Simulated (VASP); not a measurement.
A run of VASP 6.6.1 is set up as follows.

File INCAR:

```
SYSTEM = MgO
PREC     = Accurate       ! precision mode
ENCUT    = 600            ! plane-wave cutoff, eV
EDIFF    = 1E-6           ! SCF threshold, eV
ISMEAR   = 0              ! smearing method
SIGMA    = 0.01           ! smearing width, eV
LREAL    = .False.        ! projectors in reciprocal space
LASPH    = .True.         ! aspherical terms in the spheres
NELM     = 120            ! most SCF steps
ALGO     = Normal         ! electronic algorithm
ISIF     = 2              ! what is computed and relaxed
LWAVE    = .False.        ! write WAVECAR
LCHARG   = .True.         ! write CHGCAR
GGA      = PS             ! functional
IVDW     = 12             ! dispersion correction
LELF     = .True.         ! ELF
LVHAR    = .True.       
NBANDS   = 36             ! bands
GGA_COMPAT= .False.
```

The input KPOINTS:

```
regular mesh
0
Gamma
  4 4 4
  0 0 0
```

The input POSCAR:

```
MgO
1.0
    5.6405780000      0.0000000000      0.0000000000
    0.0000000000      5.6405780000      0.0000000000
    0.0000000000      0.0000000000      5.6405780000
Mg O
6 6
Direct
    0.2500000000      0.0000000000      0.5000000000
    0.0000000000      0.5000000000      0.2500000000
    0.0000000000      0.5000000000      0.7500000000
    0.5000000000      0.2500000000      0.0000000000
    0.5000000000      0.7500000000      0.0000000000
    0.7500000000      0.0000000000      0.5000000000
    0.2500000000      0.5000000000      0.0000000000
    0.0000000000      0.2500000000      0.5000000000
    0.0000000000      0.7500000000      0.5000000000
    0.5000000000      0.0000000000      0.2500000000
    0.5000000000      0.0000000000      0.7500000000
    0.7500000000      0.5000000000      0.0000000000
```

Potentials or basis: VASP PAW PBE potentials, release 64 (Mg, O).

Launch:

```bash
$ cat potpaw_PBE.64/Mg/POTCAR potpaw_PBE.64/O/POTCAR > POTCAR
$ mpirun -np 1 vasp_std > vasp.out
```

Task: Estimate the band gap on the k mesh.

Result: 2.78 eV.

Task: Estimate the dispersion energy per atom.

Result: -0.155 eV.

Task: Predict the pressure.

Result: -4.6 GPa.

Caveat: three body term missing; the cell stands under tension; the PAW data sets were made with another functional, which shifts forces and pressure a little.
